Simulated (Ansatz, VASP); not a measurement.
## Cd7S in VASP and in Ansatz

```
CELL_PARAMETERS angstrom
0.00000 4.46276 4.46276
4.46276 0.00000 4.46276
4.46276 4.46276 0.00000
ATOMIC_POSITIONS crystal
Cd 0.00000 0.50000 0.50000
Cd 0.50000 0.50000 0.00000
Cd 0.50000 0.00000 0.50000
Cd 0.50000 0.00000 0.00000
Cd 0.00000 0.50000 0.00000
Cd 0.50000 0.50000 0.50000
Cd 0.00000 0.00000 0.50000
S 0.00000 0.00000 0.00000
```

Alike in both runs: functional PBE; k mesh 3 × 3 × 3; occupations gaussian, width 0.2 eV; no spin polarisation.

Ansatz relaxed the structure, and its values are those at the end. VASP's run is a single point on that final structure, the one shown.

|  | VASP | Ansatz |
| --- | --- | --- |
| version | VASP 6.6.1 | Ansatz 0.2.0 |
| potentials or method | VASP PAW PBE potentials, release 64 (Cd, S), cutoff 520 eV | scalar-relativistic, plane waves, PAW |
| valence electrons in the cell | 90 | 146 |

Ansatz gave:

```
gap on the k mesh at the Fermi level (eV) : none
pressure (GPa)                            : 0.2
```

Problem. Estimate VASP's values.

Solution. gap on the k mesh at the Fermi level (eV): none; pressure (GPa): 0.4.

A gap of «none» marks a metal or a gap that the smearing closes. The functional is the same, so the differences come from potentials, cutoffs and numerics. VASP's potentials hold 90 valence electrons a cell and Ansatz's 146, so a difference there can come from the potentials and not from the codes.

The k mesh is coarse, so the values compare programs but aren't converged.
